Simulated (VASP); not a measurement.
Input of a VASP 6.6.1 run:

The input INCAR:

```
SYSTEM = Bi
PREC = Accurate ; ENCUT = 520
EDIFF = 1E-6 ; ISMEAR = -1
SIGMA = 0.1 ; LREAL = .False.
LASPH = .True. ; NELM = 80
ALGO = Normal ; ISIF = 2
LWAVE = .False. ; LCHARG = .False.
NBANDS = 14
```

File KPOINTS:

```
Automatic mesh
0
Gamma
  11 11 11
  0 0 0
```

Contents of POSCAR:

```
Bi
1.0
    3.1079821671      0.0000000000      0.0000000000
    0.0000000000      3.1079821671      0.0000000000
    0.0000000000      0.0000000000      3.1079821671
Bi
1
Direct
    0.0000000000      0.0000000000      0.0000000000
```

Potentials or basis: VASP PAW LDA potentials, release 64 (Bi_d).

Launch:

```sh
$ cat potpaw_LDA.64/Bi_d/POTCAR > POTCAR
$ mpirun -np 1 vasp_std > vasp.out
```

(1) Predict the pressure.

Results:

(1) 6.2 GPa.
